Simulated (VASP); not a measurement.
Input of a VASP 6.6.1 run:

The input INCAR:

```
AGGAC = 1.0 ; AGGAX = 1.0
ALDAC = 0.0 ; ALDAX = 1.0
ALGO = Fast ; EDIFF = 1E-6
EDIFFG = -0.01 ; ENCUT = 600
GGA = B5 ; IBRION = 2
ISIF = 3 ; ISMEAR = -1
IVDW = 13 ; LASPH = True
LCHARG = False ; LREAL = False
LWAVE = False ; NELM = 80
NSW = 60 ; PREC = Accurate
SIGMA = 0.05 ; VDW_A1 = 0.44488865
VDW_A2 = 4.0933009 ; VDW_S6 = 1.0
VDW_S8 = 2.34076671
```

File KPOINTS:

```
k-points
0
Gamma
  10 10 3
```

File POSCAR:

```
Mg
1.0
    3.1768261656      0.0000000000      0.0000000000
   -1.5884130828      2.7512121628      0.0000000000
    0.0000000000      0.0000000000     10.3188620100
Mg
4
Direct
    0.6666666667      0.3333333333      0.7500000000
    0.0000000000      0.0000000000      0.5000000000
    0.3333333333      0.6666666667      0.2500000000
    0.0000000000      0.0000000000      0.0000000000
```

Potentials or basis: VASP PAW PBE potentials, release 64 (Mg).

Launch:

```console
$ cat potpaw_PBE.64/Mg/POTCAR > POTCAR
$ mpirun -np 1 vasp_std > vasp.out
```

(1) Estimate the space group after relaxing (to 0.1 Å).

(2) Predict the band gap on the k mesh.

(3) Predict the relaxed volume.

(4) Estimate the dispersion energy per atom.

Answers

(1) P6_3/mmc (No. 194).

(2) zero (bands 4 and 5 overlap by 2.15 eV).

(3) 22.94 Å³/atom.

(4) -0.142 eV.

Caveat: the PAW data sets were made with another functional, which shifts forces and pressure a little.
